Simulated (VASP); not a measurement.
# MoS2 (P-3m1) in VASP: a series of runs, part 2 of 2

VASP 6.6.1. The steps go on from the part before.

## 3. Single point, r2SCAN (the distance across one plane changed)

POSCAR reads:

```
MoS2
1.0
   -3.2157181443      0.0000000000      0.0000000000
   -1.6078590721     -2.7848936044      0.0000000000
    0.0000000000      0.0000000000     19.3592766949
Mo S
3 6
Direct
    0.6666666667      0.6666666667      0.1623783343
    0.0000000000      0.0000000000      0.8118267269
    0.3333333333      0.3333333333      0.4871025306
    0.6666666667      0.6666666667      0.8921181319
    1.0000000000      0.0000000000      0.5673939357
    0.3333333333      0.3333333333      0.2426697394
    0.6666666667      0.6666666667      0.4068111255
    1.0000000000      0.0000000000      0.0820869293
    0.3333333333      0.3333333333      0.7315353218
```

INCAR.step1 reads:

```
PREC     = Accurate       # precision mode
ENCUT    = 550            # plane-wave cutoff, eV
ISMEAR   = 0              # smearing method
SIGMA    = 0.15           # smearing width, eV
LREAL    = F              # projectors in reciprocal space
LASPH    = T              # aspherical terms in the spheres
NELM     = 120            # most SCF steps
NBANDS   = 49             # bands
GGA      = PE             # functional
ALGO     = Normal         # electronic algorithm
EDIFF    = 1E-5           # SCF threshold, eV
LWAVE    = T              # write WAVECAR
LCHARG   = F              # write CHGCAR
GGA_COMPAT= F            
KPAR     = 4
```

INCAR.step2 reads:

```
PREC     = Accurate       # precision mode
ENCUT    = 550            # plane-wave cutoff, eV
EDIFF    = 1E-6           # SCF threshold, eV
ISMEAR   = 0              # smearing method
SIGMA    = 0.15           # smearing width, eV
LREAL    = F              # projectors in reciprocal space
LASPH    = T              # aspherical terms in the spheres
NELM     = 120            # most SCF steps
ALGO     = Normal         # electronic algorithm
ISIF     = 2              # what is computed and relaxed
LWAVE    = F              # write WAVECAR
LCHARG   = F              # write CHGCAR
METAGGA  = R2SCAN         # meta-GGA
LMIXTAU  = T            
NBANDS   = 49             # bands
ISTART   = 1            
GGA_COMPAT= F            
KPAR     = 4
```

KPOINTS reads:

```
regular mesh
0
Gamma
  17 17 3
```

Potentials or basis: VASP PAW PBE potentials, release 64 (Mo_sv, S).

Run with:

```sh
$ cat potpaw_PBE.64/Mo_sv/POTCAR potpaw_PBE.64/S/POTCAR > POTCAR
$ cp INCAR.step1 INCAR
$ mpirun -np 4 vasp_std > vasp.out
$ cp INCAR.step2 INCAR
$ mpirun -np 4 vasp_std > vasp.out
```

OUTCAR:

```text
PREC = Accurate
   ENCUT = 550
   EDIFF = 1E-6
   ISMEAR = 0
   LREAL = F
   LASPH = T
   NELM = 120
   ISIF = 2
   METAGGA = R2SCAN
   ISTART = 1

 ion  position               nearest neighbor table
   1  0.667  0.667  0.162-   8 2.42   8 2.42   8 2.42   6 2.42   6 2.42   6 2.42
   2  0.000  0.000  0.812-   4 2.42   4 2.42   4 2.42   9 2.42   9 2.42   9 2.42
   3  0.333  0.333  0.487-   5 2.42   7 2.42   7 2.42   5 2.42   5 2.42   7 2.42
   4  0.667  0.667  0.892-   2 2.42   2 2.42   2 2.42
   5  0.000  0.000  0.567-   3 2.42   3 2.42   3 2.42
   6  0.333  0.333  0.243-   1 2.42   1 2.42   1 2.42
   7  0.667  0.667  0.407-   3 2.42   3 2.42   3 2.42
   8  0.000  0.000  0.082-   1 2.42   1 2.42   1 2.42
   9  0.333  0.333  0.732-   2 2.42   2 2.42   2 2.42

  LATTYP: Found a hexagonal cell.
 ALAT       =     3.2157181443
 C/A-ratio  =     6.0202032100

  Lattice vectors:

 A1 = (   1.6078590721,   2.7848936044,   0.0000000000)
 A2 = (  -3.2157181443,   0.0000000000,   0.0000000000)
 A3 = (   0.0000000000,   0.0000000000,  19.3592766949)

Analysis of symmetry for initial positions (statically):
[... 200 lines left out ...]
      2     -57.1502      2.00000
      3     -57.1408      2.00000
      4     -30.4545      2.00000
      5     -30.4545      2.00000
      6     -30.4488      2.00000
[... 1237 lines left out ...]
     48       9.2328      0.00000
     49      10.2635      0.00000

 [... further k-points ...]

------------------------ aborting loop because EDIFF is reached ----------------------------------------

  FORCE on cell =-STRESS in cart. coord.  units (eV):
  Direction    XX          YY          ZZ          XY          YZ          ZX
  --------------------------------------------------------------------------------------
  -------------------------------------------------------------------------------------
  Total        0.0403380      0.0403380     -0.1453880     -0.0000000      0.0000000      0.0000000
  in kB        0.3727767      0.3727767     -1.3435801     -0.0000000      0.0000000      0.0000000
  external PRESSURE =      -0.1993422 kB  Pullay stress =       0.0000000 kB

 VOLUME and BASIS-vectors are now :
 -----------------------------------------------------------------------------
  energy-cutoff  :      550.00
  volume of cell :      173.37
      direct lattice vectors                 reciprocal lattice vectors
    -3.215718144  0.000000000  0.000000000    -0.310972528  0.179540073  0.000000000
    -1.607859072 -2.784893604  0.000000000     0.000000000 -0.359080145  0.000000000
     0.000000000  0.000000000 19.359276695     0.000000000  0.000000000  0.051654822

 POSITION                                       TOTAL-FORCE (eV/Angst)
 -----------------------------------------------------------------------------------
     -3.21572     -1.85660      3.14353         0.000000     -0.000000     -0.000628
      0.00000      0.00000     15.71638        -0.000000     -0.000000      0.000628
     -1.60786     -0.92830      9.42995        -0.000000      0.000000     -0.000000
     -3.21572     -1.85660     17.27076         0.000000      0.000000      0.055691
      0.00000      0.00000     10.98434         0.000000      0.000000      0.011269
     -1.60786     -0.92830      4.69791         0.000000      0.000000      0.008624
     -3.21572     -1.85660      7.87557        -0.000000     -0.000000     -0.011269
      0.00000      0.00000      1.58914        -0.000000     -0.000000     -0.055691
     -1.60786     -0.92830     14.16199        -0.000000     -0.000000     -0.008624
 -----------------------------------------------------------------------------------
    total drift:                               -0.000000     -0.000000      0.000035

  FREE ENERGIE OF THE ION-ELECTRON SYSTEM (eV)
  ---------------------------------------------------
  free  energy   TOTEN  =      -132.4850011326 eV

  energy  without entropy=     -132.4451265185  energy(sigma->0) =     -132.46506383
```

OUTCAR.step1:

```text
PREC = Accurate
   ENCUT = 550
   ISMEAR = 0
   LREAL = F
[... 1500 lines left out ...]
     -1.60786     -0.92830      4.69791        -0.000000     -0.000000      0.216909
     -3.21572     -1.85660      7.87557         0.000000     -0.000000     -0.220335
      0.00000      0.00000      1.58914         0.000000      0.000000     -0.259106
     -1.60786     -0.92830     14.16199         0.000000      0.000000     -0.216909
 -----------------------------------------------------------------------------------
    total drift:                               -0.000000     -0.000000      0.000000

  FREE ENERGIE OF THE ION-ELECTRON SYSTEM (eV)
  ---------------------------------------------------
  free  energy   TOTEN  =       -63.0618831547 eV

  energy  without entropy=      -63.0199693728  energy(sigma->0) =      -63.04092626
```

OSZICAR.step1:

```text
N       E                     dE             d eps       ncg     rms          rms(c)
DAV:   1     0.729624444365E+03    0.72962E+03   -0.44575E+04  9556   0.157E+03
DAV:   2    -0.249206146306E+02   -0.75455E+03   -0.73109E+03 10622   0.396E+02
DAV:   3    -0.668676247762E+02   -0.41947E+02   -0.40663E+02 11036   0.837E+01
DAV:   4    -0.680028272175E+02   -0.11352E+01   -0.11228E+01 10620   0.133E+01
DAV:   5    -0.680384968725E+02   -0.35670E-01   -0.35596E-01 11457   0.222E+00    0.392E+01
DAV:   6    -0.648221775180E+02    0.32163E+01   -0.31870E+01  9489   0.263E+01    0.175E+01
DAV:   7    -0.641970528979E+02    0.62512E+00   -0.18028E+01  9726   0.199E+01    0.108E+01
DAV:   8    -0.630535992522E+02    0.11435E+01   -0.33568E+00  9942   0.888E+00    0.389E+00
DAV:   9    -0.631113150404E+02   -0.57716E-01   -0.53213E-01 11337   0.291E+00    0.180E+00
DAV:  10    -0.631031578911E+02    0.81571E-02   -0.56298E-01 11010   0.241E+00    0.142E+00
DAV:  11    -0.630609032622E+02    0.42255E-01   -0.18121E-01 10850   0.159E+00    0.458E-01
DAV:  12    -0.630621267035E+02   -0.12234E-02   -0.16242E-02 10971   0.500E-01    0.321E-01
DAV:  13    -0.630619514305E+02    0.17527E-03   -0.16991E-03 10391   0.166E-01    0.173E-01
DAV:  14    -0.630618534769E+02    0.97954E-04   -0.70732E-04 10614   0.122E-01    0.422E-02
DAV:  15    -0.630618774703E+02   -0.23993E-04   -0.66772E-05  9779   0.347E-02    0.132E-02
DAV:  16    -0.630618831547E+02   -0.56844E-05   -0.69689E-06  6160   0.131E-02
   1 F= -.63061883E+02 E0= -.63040926E+02  d E =-.419138E-01
```

It took 41 min on 4 MPI ranks of Oxide Virtual Turin-like, shared host; peak memory 0.78 GiB.

Results:

```yaml
Free_energy: -132.4850 eV
Pressure: 0.0 GPa
Largest_force: 0.056 eV/Å
Band_gap_on_the_k_mesh: zero (bands 39 and 40 overlap by 0.83 eV)
```

Forces in eV/Å, atoms in the order of the input:
```
Mo   0.000  0.000 -0.001
Mo   0.000  0.000  0.001
Mo   0.000  0.000  0.000
S    0.000  0.000  0.056
S    0.000  0.000  0.011
S    0.000  0.000  0.009
S    0.000  0.000 -0.011
S    0.000  0.000 -0.056
S    0.000  0.000 -0.009
```

Stress tensor (GPa, compression positive):
```
 0.04  0.00  0.00
 0.00  0.04  0.00
 0.00  0.00 -0.13
```

Caveat: the cell differs from its parent crystal (the distance across one plane changed); the PAW data sets were made with another functional, which shifts forces and pressure a little.
